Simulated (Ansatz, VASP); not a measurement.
## Ru: VASP beside Ansatz

```
Ru
1.0
     2.72110    0.00000    0.00000
    -1.36055    2.35654    0.00000
     0.00000    0.00000    4.29296
Ru
2
Direct
  0.00000 0.00000 0.00000
  0.33333 0.66667 0.50000
```

Alike in both runs: functional PBE; k mesh 23 × 23 × 13; no spin polarisation.

Ansatz relaxed the structure, and its values are those at the end. VASP's run is a single point on that final structure, the one shown.

|  | VASP | Ansatz |
| --- | --- | --- |
| version | VASP 6.6.1 | Ansatz 0.2.0 |
| potentials or method | VASP PAW PBE potentials, release 64 (Ru_pv) | plane-wave PAW, scalar-relativistic |
| plane-wave cutoff (eV) | 520 | 420 |
| occupations | methfessel-paxton of order 1, width 0.1 eV | cold, width 0.1 eV |
| valence electrons in the cell | 28 | 32 |

Ansatz gave:

* pressure (GPa): 0.0

Task: Estimate VASP's values.

Result: Pressure (GPa): -0.1.

VASP's potentials hold 28 valence electrons a cell and Ansatz's 32, so a difference there can come from the potentials and not from the codes.
